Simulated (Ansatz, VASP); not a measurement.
## Two plane-wave programs on ZnS

```
CELL_PARAMETERS angstrom
0.00000 2.68074 2.80321
2.68074 0.00000 2.80321
2.68074 2.68074 0.00000
ATOMIC_POSITIONS crystal
Zn 0.00000 0.00000 0.00000
S 0.75000 0.75000 0.75000
```

Change from the starting cell: strain -0.015 along x and y, +0.030 along z, atoms carried along.

Alike in both runs: task single point; functional PBE; k mesh 8 × 8 × 8; occupations gaussian, width 0.05 eV; no spin polarisation.

```csv
,VASP,Ansatz
version,VASP 6.6.1,Ansatz 0.2.0
potentials or method,"VASP PAW PBE potentials, release 64 (Zn, S), cutoff 520 eV","scalar-relativistic, plane waves, PAW"
valence electrons in the cell,18,18
```

VASP gave:

* gap on the k mesh at the Fermi level (eV): 1.96
* least direct gap on the mesh (eV): 1.96
* pressure (GPa): 0.2
* traceless stress, the component that is largest in VASP (GPa): -1.32

Task: What did Ansatz give for the same quantities?

Result: gap on the k mesh at the Fermi level (eV): 1.96; least direct gap on the mesh (eV): 1.96; pressure (GPa): 0.0; traceless stress, the component that is largest in VASP (GPa): -1.33.
